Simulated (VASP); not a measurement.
# BaTe (Immm) in VASP: a series of runs, part 2 of 2

VASP 6.6.1.

**5. Single point, r2SCAN (strain +0.0450 x Voigt [0, 0, 0, 0, 1, 0])**

The input, POSCAR:

```
BaTe
1.0
    0.0767250000      3.4100000000      3.4100000000
    3.4867250000      0.0000000000      3.4867250000
    3.4100000000      3.4100000000      0.0767250000
Ba Te
1 1
Direct
    0.0000000000      0.0000000000      0.0000000000
    0.5000000000      0.5000000000      0.5000000000
```

The input, INCAR.step1:

```
ALGO     = Normal         # electronic algorithm
EDIFF    = 1E-4           # SCF threshold, eV
ENCUT    = 520            # plane-wave cutoff, eV
GGA      = PE             # functional
ISMEAR   = 0              # smearing method
LASPH    = True           # aspherical terms in the spheres
LCHARG   = False          # write CHGCAR
LREAL    = False          # projectors in reciprocal space
LWAVE    = True           # write WAVECAR
NBANDS   = 15             # bands
NELM     = 100            # most SCF steps
PREC     = Accurate       # precision mode
SIGMA    = 0.05           # smearing width, eV
```

The input, INCAR.step2:

```
ALGO     = Normal         # electronic algorithm
EDIFF    = 1E-6           # SCF threshold, eV
ENCUT    = 520            # plane-wave cutoff, eV
ISIF     = 2              # what is computed and relaxed
ISMEAR   = 0              # smearing method
ISTART   = 1            
LASPH    = True           # aspherical terms in the spheres
LCHARG   = False          # write CHGCAR
LMIXTAU  = True         
LREAL    = False          # projectors in reciprocal space
LWAVE    = False          # write WAVECAR
METAGGA  = R2SCAN         # meta-GGA
NBANDS   = 15             # bands
NELM     = 100            # most SCF steps
PREC     = Accurate       # precision mode
SIGMA    = 0.05           # smearing width, eV
```

The input, KPOINTS:

```
k-points
0
Gamma
  8 8 8
```

Potentials or basis: VASP PAW PBE potentials, release 64 (Ba_sv, Te).

The run is started by

```
$ cat potpaw_PBE.64/Ba_sv/POTCAR potpaw_PBE.64/Te/POTCAR > POTCAR
$ cp INCAR.step1 INCAR
$ mpirun -np 1 vasp_std > vasp.out
$ cp INCAR.step2 INCAR
$ mpirun -np 1 vasp_std > vasp.out
```

OUTCAR:

```text
EDIFF = 1E-6
   ENCUT = 520
   ISIF = 2
   ISMEAR = 0
   ISTART = 1
   LASPH = True
   LREAL = False
   METAGGA = R2SCAN
   NELM = 100
   PREC = Accurate

 ion  position               nearest neighbor table
   1  0.000  0.000  0.000-   2 3.41   2 3.41   2 3.41   2 3.41   2 3.41   2 3.41
   2  0.500  0.500  0.500-   1 3.41   1 3.41   1 3.41   1 3.41   1 3.41   1 3.41

  LATTYP: Found a body centered orthorhombic cell.
 ALAT       =     4.7139627121
 B/A-ratio  =     1.0460358056
 C/A-ratio  =     1.4467657927

  Lattice vectors:

 A1 = (   0.0767250000,  -3.4100000000,   3.4100000000)
 A2 = (  -0.0767250000,  -3.4100000000,  -3.4100000000)
 A3 = (   3.4100000000,   3.4100000000,   0.0767250000)

Analysis of symmetry for initial positions (statically):
=====================================================================
 Subroutine PRICEL returns:
 Original cell was already a primitive cell.

 Routine SETGRP: Setting up the symmetry group for a
 body centered orthorhombic supercell.

 Subroutine GETGRP returns: Found  8 space group operations
 (whereof  8 operations were pure point group operations)
 out of a pool of  8 trial point group operations.

The static configuration has the point symmetry D_2h.
[... 169 lines left out ...]
  band No.  band energies     occupation
      1     -25.0259      2.00000
      2      -9.7793      2.00000
      3      -9.7757      2.00000
      4      -9.7710      2.00000
      5      -7.4123      2.00000
      6       2.5231      2.00000
      7       2.5907      2.00000
      8       2.6794      2.00000
      9       5.7031      0.00000
     10       5.8268      0.00000
     11       6.0466      0.00000
     12       6.5672      0.00000
     13       6.6514      0.00000
     14       6.6515      0.00000
[... 401 lines left out ...]
      2     -10.1237      2.00000
      3      -9.8643      2.00000
      4      -9.8444      2.00000
      5      -6.8857      2.00000
      6       0.8890      2.00000
      7       1.9337      2.00000
      8       2.0769      2.00000
      9       5.0061      0.00000
     10       7.6182      0.00000
     11       7.9386      0.00000
     12       8.2976      0.00000
     13       8.5056      0.00000
     14      10.5495      0.00000
     15      11.5762      0.00000

 [... further k-points ...]
[... 5 lines left out ...]
  --------------------------------------------------------------------------------------
  -------------------------------------------------------------------------------------
  Total        2.2313333      2.2179656      2.2313333      0.0000000      0.0000000     -0.2340265
  in kB       45.1026235     44.8324183     45.1026235      0.0000000      0.0000000     -4.7304500
  external PRESSURE =      45.0125551 kB  Pullay stress =       0.0000000 kB

 VOLUME and BASIS-vectors are now :
 -----------------------------------------------------------------------------
  energy-cutoff  :      520.00
  volume of cell :       79.26
      direct lattice vectors                 reciprocal lattice vectors
     0.076725000  3.410000000  3.410000000    -0.150002625  0.146627566  0.150002625
     3.486725000  0.000000000  3.486725000     0.143401043 -0.146627566  0.143401043
     3.410000000  3.410000000  0.076725000     0.150002625  0.146627566 -0.150002625

 POSITION                                       TOTAL-FORCE (eV/Angst)
 -----------------------------------------------------------------------------------
      0.00000      0.00000      0.00000        -0.000000      0.000000      0.000000
      3.48672      3.41000      3.48672         0.000000     -0.000000     -0.000000
 -----------------------------------------------------------------------------------
    total drift:                                0.000000      0.000000      0.000000

  FREE ENERGIE OF THE ION-ELECTRON SYSTEM (eV)
  ---------------------------------------------------
  free  energy   TOTEN  =       -55.8999680387 eV

  energy  without entropy=      -55.8999680387  energy(sigma->0) =      -55.89996804
```

It took 5.7 min on 1 thread of Intel Xeon Platinum 8259CL at 2.50GHz (Skylake/Cascade Lake), shared host; peak memory 0.31 GiB.

What came out:

- Free energy: -55.9000 eV
- Pressure: 4.5 GPa
- Band gap on the k mesh: 1.60 eV, indirect (least direct gap 1.96 eV)

Stress tensor (GPa, compression positive):
```
 4.51  0.00 -0.47
 0.00  4.48  0.00
-0.47  0.00  4.51
```

Levels at points of the mesh, in eV from the valence-band top:
| k point | band 4 | band 5 | band 6 | band 7 | band 8 | band 9 | band 10 | band 11 | band 12 | band 13 |
| --- | --- | --- | --- | --- | --- | --- | --- | --- | --- | --- |
| (0.00, 0.00, 0.00) | -12.45 | -10.09 | -0.16 | -0.09 | 0.00 | 3.02 | 3.15 | 3.37 | 3.89 | 3.97 |
| (0.50, 0.00, 0.00) | -12.47 | -9.05 | -2.53 | -1.52 | -1.38 | 4.65 | 5.29 | 5.42 | 5.81 | 7.41 |
| (0.00, 0.50, 0.00) | -12.46 | -9.05 | -2.54 | -1.39 | -1.23 | 4.71 | 5.09 | 5.52 | 5.56 | 7.48 |
| (0.50, 0.50, 0.00) | -12.57 | -9.85 | -1.25 | -0.47 | -0.47 | 1.60 | 4.95 | 5.58 | 6.42 | 6.44 |
| (0.50, 0.00, 0.50) | -12.56 | -9.86 | -1.25 | -0.56 | -0.36 | 1.60 | 4.98 | 5.66 | 6.43 | 6.47 |

Caveat: the cell differs from its parent crystal (strain +0.0450 x Voigt [0, 0, 0, 0, 1, 0]); the PAW data sets were made with another functional, which shifts forces and pressure a little; spin-orbit coupling is left out, which moves the levels of the heavy elements. A k mesh can miss the band edges.

**6. Summary**

| cell | gap on the mesh (eV) | pressure (GPa) |
| --- | --- | --- |
| a = 4.823, b = 4.877 Å, angles 59.6, 59.3, 59.6°, 2 atoms | 1.64 | 4.5 |
| a = 4.823, b = 4.913 Å, angles 59.4, 58.8, 59.4°, 2 atoms | 1.61 | 4.5 |
| a = 4.823, b = 4.750 Å, angles 60.5, 61.0, 60.5°, 2 atoms | 1.63 | 4.5 |
| a = 4.823, b = 4.931 Å, angles 59.3, 58.5, 59.3°, 2 atoms | 1.60 | 4.5 |

Alike in all rows: task single point; level r2SCAN; potentials or basis VASP PAW PBE potentials, release 64 (Ba_sv, Te); no spin polarisation; k mesh 8 × 8 × 8; cutoff (eV) 520; smearing gaussian 0.05 eV.

Caveats: the PAW data sets were made with another functional, which shifts forces and pressure a little; spin-orbit coupling is left out, which moves the levels of the heavy elements.

Absolute energies hang on the potentials; compare differences alone.
